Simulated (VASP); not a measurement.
# Zr3SeS2 (P3m1) in VASP: single point with PBE

Aim: the single point of Zr3SeS2 with PBE.

Program: VASP 6.6.1. These are calculated values, not measurements. Logs are shortened: lines on timing, memory, paths and dates and some standing lists are left out, and cuts for length are marked.

## Step 1: The cell of the first run

It takes space group P3m1 (No. 156, trigonal). The conventional cell has a = 4.410 Å, b = 4.410 Å, c = 7.189 Å, α = 90.00°, β = 90.00°, γ = 120.00°. Zr (site symmetry 3m) has 3 Se at 2.59 Å and 6 S at 2.98 to 3.14 Å and 1 Zr at 3.08 Å within 3.4 Å. Zr (site symmetry 3m) has 4 Zr at 2.65 to 3.08 Å and 6 S at 2.98 to 3.42 Å within 3.5 Å. Zr (site symmetry 3m) has 3 Zr at 2.65 Å and 1 Se at 2.94 Å and 6 S at 2.99 to 3.40 Å within 3.5 Å. Within 3.4 Å of Se (site symmetry 3m) lie 4 Zr at 2.59 to 2.94 Å and 6 S at 2.89 to 3.23 Å. S (site symmetry 3m) has 3 Se at 2.89 Å and 9 Zr at 2.99 to 3.42 Å and 1 S at 3.37 Å within 3.8 Å. Within 3.9 Å of S (site symmetry 3m) lie 9 Zr at 2.98 to 3.40 Å and 3 Se at 3.23 Å and 2 S at 3.37 to 3.82 Å.

## Step 2: Single point, PBE

File INCAR:

```
SYSTEM = Zr3SeS2
PREC = Accurate
ENCUT = 520
EDIFF = 1E-6
ISMEAR = 0
SIGMA = 0.1
LREAL = .False.
LASPH = .True.
NELM = 80
ALGO = Normal
ISIF = 2
LWAVE = .False.
LCHARG = .False.
GGA = PE
NBANDS = 36
```

File KPOINTS:

```
regular mesh
0
Gamma
  6 6 4
  0 0 0
```

File POSCAR:

```
Zr3SeS2
1.0
    4.4104973000      0.0000000000      0.0000000000
   -2.2052486500      3.8196027000      0.0000000000
    0.0000000000      0.0000000000      7.1894536900
Zr Se S
3 1 2
Direct
    0.0000000000      0.0000000000      0.4756946300
    0.0000000000      0.0000000000      0.0467330700
    0.3333333300      0.6666666700      0.9471489200
    0.3333333300      0.6666666700      0.5387148300
    0.6666666700      0.3333333300      0.7301759100
    0.6666666700      0.3333333300      0.2615347200
```

Potentials or basis: VASP PAW PBE potentials, release 64 (Zr_sv, Se, S).

Command:

```sh
$ cat potpaw_PBE.64/Zr_sv/POTCAR potpaw_PBE.64/Se/POTCAR potpaw_PBE.64/S/POTCAR > POTCAR
$ mpirun -np 1 vasp_std > vasp.out
```

OUTCAR:

```text
SYSTEM = Zr3SeS2
   PREC = Accurate
   ENCUT = 520
   EDIFF = 1E-6
   ISMEAR = 0
   LREAL = .False.
   LASPH = .True.
   NELM = 80
   ISIF = 2
   GGA = PE

 ion  position               nearest neighbor table
   1  0.000  0.000  0.476-   4 2.59   4 2.59   4 2.59   6 2.98   6 2.98   6 2.98   2 3.08   5 3.14
                             5 3.14   5 3.14
   2  0.000  0.000  0.047-   3 2.65   3 2.65   3 2.65   6 2.98   6 2.98   6 2.98   1 3.08
   3  0.333  0.667  0.947-   2 2.65   2 2.65   2 2.65   4 2.94   5 2.99   5 2.99   5 2.99
   4  0.333  0.667  0.539-   1 2.59   1 2.59   1 2.59   3 2.94
   5  0.667  0.333  0.730-   3 2.99   3 2.99   3 2.99   1 3.14   1 3.14   1 3.14
   6  0.667  0.333  0.262-   1 2.98   1 2.98   1 2.98   2 2.98   2 2.98   2 2.98

  LATTYP: Found a hexagonal cell.
 ALAT       =     4.4104973000
 C/A-ratio  =     1.6300777896

  Lattice vectors:

 A1 = (   4.4104973000,   0.0000000000,   0.0000000000)
 A2 = (  -2.2052486500,   3.8196027000,   0.0000000000)
 A3 = (   0.0000000000,   0.0000000000,   7.1894536900)

Analysis of symmetry for initial positions (statically):
=====================================================================
 Subroutine PRICEL returns:
 Original cell was already a primitive cell.

 Routine SETGRP: Setting up the symmetry group for a
 hexagonal supercell.

 Subroutine GETGRP returns: Found  6 space group operations
 (whereof  6 operations were pure point group operations)
 out of a pool of 24 trial point group operations.

The static configuration has the point symmetry C_3v.

Analysis of symmetry for dynamics (positions and initial velocities):
=====================================================================
 Subroutine PRICEL returns:
 Original cell was already a primitive cell.

 Routine SETGRP: Setting up the symmetry group for a
 hexagonal supercell.

 Subroutine GETGRP returns: Found  6 space group operations
 (whereof  6 operations were pure point group operations)
 out of a pool of 24 trial point group operations.

The dynamic configuration has the point symmetry C_3v.

 Subroutine INISYM returns: Found  6 space group operations
 (whereof  6 operations are pure point group operations),
 and found     1 'primitive' translations

----------------------------------------------------------------------------------------

                                     Primitive cell

  volume of cell :     121.1160

  direct lattice vectors                    reciprocal lattice vectors
     4.410497300  0.000000000  0.000000000     0.226731802  0.130903667  0.000000000
    -2.205248650  3.819602700  0.000000000     0.000000000  0.261807334  0.000000000
     0.000000000  0.000000000  7.189453690     0.000000000  0.000000000  0.139092627

  length of vectors
     4.410497300  4.410497296  7.189453690     0.261807334  0.261807334  0.139092627

  position of ions in fractional coordinates (direct lattice)
     0.000000000  0.000000000  0.475694630
     0.000000000  0.000000000  0.046733070
     0.333333330  0.666666670  0.947148920
     0.333333330  0.666666670  0.538714830
     0.666666670  0.333333330  0.730175910
     0.666666670  0.333333330  0.261534720

  ion indices of the primitive-cell ions
   primitive index   ion index
                 1           1
                 2           2
                 3           3
                 4           4
                 5           5
                 6           6

----------------------------------------------------------------------------------------

 KPOINTS: regular mesh

Automatic generation of k-mesh.
 Grid dimensions read from file:
 generate k-points for:    6    6    4

 Generating k-lattice:

  Cartesian coordinates                     Fractional coordinates (reciprocal lattice)
     0.037788634  0.021817278  0.000000000     0.166666667  0.000000000  0.000000000
     0.000000000  0.043634556  0.000000000     0.000000000  0.166666667  0.000000000
     0.000000000  0.000000000  0.034773157     0.000000000  0.000000000  0.250000000

  Length of vectors
     0.043634556  0.043634556  0.034773157

  Shift w.r.t. Gamma in fractional coordinates (k-lattice)
     0.000000000  0.000000000  0.000000000

 Subroutine IBZKPT returns following result:
 ===========================================

 Found     24 irreducible k-points:

 Following reciprocal coordinates:
            Coordinates               Weight
  0.000000  0.000000  0.000000      1.000000
  0.166667  0.000000  0.000000      6.000000
  0.333333  0.000000  0.000000      6.000000
  0.500000 -0.000000  0.000000      3.000000
  0.166667  0.166667  0.000000      6.000000
  0.333333  0.166667  0.000000     12.000000
[... 16 lines left out ...]
  0.333333  0.166667  0.500000     12.000000
  0.333333  0.333333  0.500000      2.000000
   k-points           NKPTS =     24   k-points in BZ     NKDIM =     24   number of bands    NBANDS=     36
   number of dos      NEDOS =    301   number of ions     NIONS =      6
   total plane-waves  NPLWV =  69984
   dimension x,y,z NGX =    36 NGY =   36 NGZ =   54
   dimension x,y,z NGXF=    72 NGYF=   72 NGZF=  108
   ions per type =               3   1   2
   NGX,Y,Z   is equivalent  to a cutoff of  13.57, 13.57, 12.49 a.u.
   NGXF,Y,Z  is equivalent  to a cutoff of  27.14, 27.14, 24.97 a.u.
 SYSTEM =  Zr3SeS2
   PREC   = accura    normal or accurate (medium, high low for compatibility)
   ISTART =      0    job   : 0-new  1-cont  2-samecut
   ICHARG =      2    charge: 1-file 2-atom 10-const
   ISPIN  =      1    spin polarized calculation?
   LNONCOLLINEAR =      F non collinear calculations
   LSORBIT =      F    spin-orbit coupling
   LASPH  =      T    aspherical Exc in radial PAW
   ENCUT  =  520.0 eV  38.22 Ry    6.18 a.u.   8.20  8.20 13.37*2*pi/ulx,y,z
   NELM   =     80;   NELMIN=  2; NELMDL= -5     # of ELM steps
   EDIFF  = 0.1E-05   stopping-criterion for ELM
   LREAL  =      F    real-space projection
   EDIFFG = 0.1E-04   stopping-criterion for IOM
   NSW    =      0    number of steps for IOM
   IBRION =     -1    ionic relax: 0-MD 1-quasi-New 2-CG
   NFREE  =      0    steps in history (QN), initial steepest desc. (CG)
   ISIF   =      2    stress and relaxation
   ISYM   =      2    0-nonsym 1-usesym 2-fastsym
   POTIM  = 0.5000    time-step for ionic-motion
   TEBEG  =    0.0;   TEEND  =   0.0 temperature during run
   PSTRESS=    0.0 pullay stress
   NELECT =      54.0000    total number of electrons
   NUPDOWN=      -1.0000    fix difference up-down
   EMIN   =  10.00;   EMAX   =-10.00  energy-range for DOS
   EFERMI =   0.00;   METHOD = LEGACY
   ISMEAR =     0;   SIGMA  =   0.10  broadening in eV -4-tet -1-fermi 0-gaus
   EFERMI_NEDOS =   21; number of points for ismear=-14 and -15
   IALGO  =     38    algorithm
   IMIX   =      4    mixing-type and parameters
     AMIX     =   0.40;   BMIX     =  1.00
     AMIX_MAG =   1.60;   BMIX_MAG =  1.00
  volume/ion in A,a.u.               =      20.19       136.22
  Fermi-wavevector in a.u.,A,eV,Ry     =   1.250659  2.363403 21.281520  1.564148
  Thomas-Fermi vector in A             =   2.384643
   LORBIT       =      0    0 simple, 1 ext, 2 COOP (PROOUT), +10 PAW based schemes
   GGA     = PE    functional components
   LHFCALC =     F    Hartree Fock is set to
   AEXX    =    0.0000 exact exchange contribution
   IVDW    =     0    specifies the selected vdW correction
   LEPSILON=     F    determine dielectric tensor
   LRPA    =     F    only Hartree local field effects (RPA)
 non-spin polarized calculation
 Gauss-broadening in eV      SIGMA  =   0.10
  energy-cutoff  :      520.00
  volume of cell :      121.12
 maximum number of plane-waves:      3285
 NGX is ok and might be reduce to    36
   NGX = 17   NGY = 17   NGZ = 27

 number of electron      53.9999998 magnetization

 Free energy of the ion-electron system (eV)
  ---------------------------------------------------
  ext. energy  EPLUGINS =         0.00000000
  ---------------------------------------------------
  free energy    TOTEN  =       -37.20850086 eV

  energy without entropy =      -37.18804254  energy(sigma->0) =      -37.19827170

 E-fermi :   8.5488     XC(G=0): -10.8567

 val. band max:        8.5104598458   @ k =   0.5000  -0.0000   0.0000
 cond. band min:       8.6078667055   @ k =  -0.1667   0.5000   0.2500
 fundamental gap:      0.0974068598
 Fermi energy:         8.5488409431

 k-point     1 :       0.0000    0.0000    0.0000
  band No.  band energies     occupation
      1     -41.2417      2.00000
      2     -40.5286      2.00000
      3     -39.8209      2.00000
      4     -19.3211      2.00000
      5     -19.3211      2.00000
      6     -19.2865      2.00000
[... 28 lines left out ...]
     35      11.3801      0.00000
     36      12.0351      0.00000

 k-point     2 :       0.1667    0.0000    0.0000
  band No.  band energies     occupation
      1     -41.2411      2.00000
      2     -40.5040      2.00000
      3     -39.8480      2.00000
      4     -19.3389      2.00000
      5     -19.3249      2.00000
      6     -19.2879      2.00000
[... 28 lines left out ...]
     35      11.2367      0.00000
     36      12.0228      0.00000

 k-point     3 :       0.3333    0.0000    0.0000
  band No.  band energies     occupation
      1     -41.2400      2.00000
      2     -40.4475      2.00000
      3     -39.9094      2.00000
      4     -19.3743      2.00000
      5     -19.3327      2.00000
      6     -19.2865      2.00000
[... 28 lines left out ...]
     35      11.5024      0.00000
     36      11.8086      0.00000
[... 742 lines left out ...]
 k-point    23 :       0.3333    0.1667    0.5000
  band No.  band energies     occupation
      1     -41.2395      2.00000
      2     -40.4139      2.00000
      3     -39.9456      2.00000
      4     -19.3847      2.00000
      5     -19.3432      2.00000
      6     -19.2729      2.00000
[... 28 lines left out ...]
     35      11.1684      0.00000
     36      11.4835      0.00000

 k-point    24 :       0.3333    0.3333    0.5000
  band No.  band energies     occupation
      1     -41.2392      2.00000
      2     -40.3949      2.00000
      3     -39.9658      2.00000
      4     -19.3819      2.00000
      5     -19.3572      2.00000
      6     -19.2972      2.00000
[... 28 lines left out ...]
     35      11.1001      0.00000
     36      11.4375      0.00000

------------------------ aborting loop because EDIFF is reached ----------------------------------------

  FORCE on cell =-STRESS in cart. coord.  units (eV):
  Direction    XX          YY          ZZ          XY          YZ          ZX
  --------------------------------------------------------------------------------------
  -------------------------------------------------------------------------------------
  Total        5.6249427      5.6249427     -3.4020841      0.0000000      0.0000000     -0.0000000
  in kB       74.4092693     74.4092691    -45.0042970      0.0000000      0.0000000     -0.0000000
  external PRESSURE =      34.6047471 kB  Pullay stress =       0.0000000 kB

 VOLUME and BASIS-vectors are now :
 -----------------------------------------------------------------------------
  energy-cutoff  :      520.00
  volume of cell :      121.12
      direct lattice vectors                 reciprocal lattice vectors
     4.410497300  0.000000000  0.000000000     0.226731802  0.130903667  0.000000000
    -2.205248650  3.819602700  0.000000000     0.000000000  0.261807334  0.000000000
     0.000000000  0.000000000  7.189453690     0.000000000  0.000000000  0.139092627

 POSITION                                       TOTAL-FORCE (eV/Angst)
 -----------------------------------------------------------------------------------
      0.00000      0.00000      3.41998         0.000000      0.000000      0.469646
      0.00000      0.00000      0.33599        -0.000000      0.000000      0.042648
     -0.00000      2.54640      6.80948        -0.000000      0.000000     -0.803360
     -0.00000      2.54640      3.87307         0.000000     -0.000000     -0.303338
      2.20525      1.27320      5.24957         0.000000      0.000000      2.368313
      2.20525      1.27320      1.88029        -0.000000      0.000000     -1.773909
 -----------------------------------------------------------------------------------
    total drift:                                0.000022     -0.000013      0.000572

  FREE ENERGIE OF THE ION-ELECTRON SYSTEM (eV)
  ---------------------------------------------------
  free  energy   TOTEN  =       -37.2085008605 eV

  energy  without entropy=      -37.1880425357  energy(sigma->0) =      -37.19827170
```

Run time: 58 s. Hardware: 1 thread of Intel Xeon 6975P-C (Granite Rapids), shared host; peak memory 0.29 GiB.

Results:

```yaml
Free_energy: -37.2085 eV
Pressure: 3.5 GPa
Largest_force: 2.368 eV/Å
Band_gap_on_the_k_mesh: zero (band 27 reaches 8.69 eV, above the bottom of band 28 at 8.51 eV)
```

Forces in eV/Å, atoms in the order of the input:
```
Zr   0.000  0.000  0.470
Zr   0.000  0.000  0.043
Zr   0.000  0.000 -0.803
Se   0.000  0.000 -0.303
S    0.000  0.000  2.368
S    0.000  0.000 -1.774
```

Stress tensor (GPa, compression positive):
```
 7.44  0.00  0.00
 0.00  7.44  0.00
 0.00  0.00 -4.50
```

Caveat: forces of over 1 eV/Å act on the atoms, so gaps and moduli don't describe the material at rest.
